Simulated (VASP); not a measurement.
C: relaxation of cell and atoms with PBE

The system is C.

```xyz
1
Lattice="1.9300 0.0000 0.0000 -0.9650 1.6714 0.0000 0.0000 0.0000 1.5454" Properties=species:S:1:pos:R:3 pbc="T T T"
C     0.0000    0.0000    0.0000
```

```
Program                : VASP 6.6.1
Task                   : relaxation of cell and atoms
Functional             : PBE
Potentials or basis    : VASP PAW PBE potentials, release 64 (C)
Cutoff                 : 600 eV
k mesh                 : 23 × 23 × 21
Occupations            : fermi-dirac, width 0.08 eV
Spin                   : no spin polarisation
Target pressure        : 49 GPa
Dipole correction      : no
Further INCAR settings : ALGO = Normal; EDIFF = 1e-06; IBRION = 2; EDIFFG = -0.005; NSW = 32; ISIF = 3
```

```yaml
Energy_change_on_relaxing_the_run_minimises_the_enthalpy: +0.1 meV/atom
Ionic_steps: 3
Pressure_after_relaxing: 49.0 GPa
Band_gap_on_the_k_mesh: zero (bands 2 and 3 overlap by 16.91 eV)
```

Stress tensor (GPa, compression positive):
```
49.05  0.00  0.00
 0.00 49.05  0.00
 0.00  0.00 48.85
```

Final structure:
```
C
1.0
     1.92980    0.00000    0.00000
    -0.96490    1.67126    0.00000
     0.00000    0.00000    1.54564
C
1
Direct
  0.00000 0.00000 0.00000
```

Levels at points of the mesh, in eV from the Fermi level:
| k point | band 1 | band 2 | band 3 | band 4 | band 5 |
| --- | --- | --- | --- | --- | --- |
| (0.00, 0.00, 0.00) | -23.93 | 8.03 | 8.03 | 17.45 | 28.48 |

Wall time 26 s on 1 thread of AMD EPYC 7R13, with other jobs on the host, peak memory 0.09 GiB.

Caveat: the cell is relaxed towards a set pressure, so the run minimises the enthalpy, not the energy.
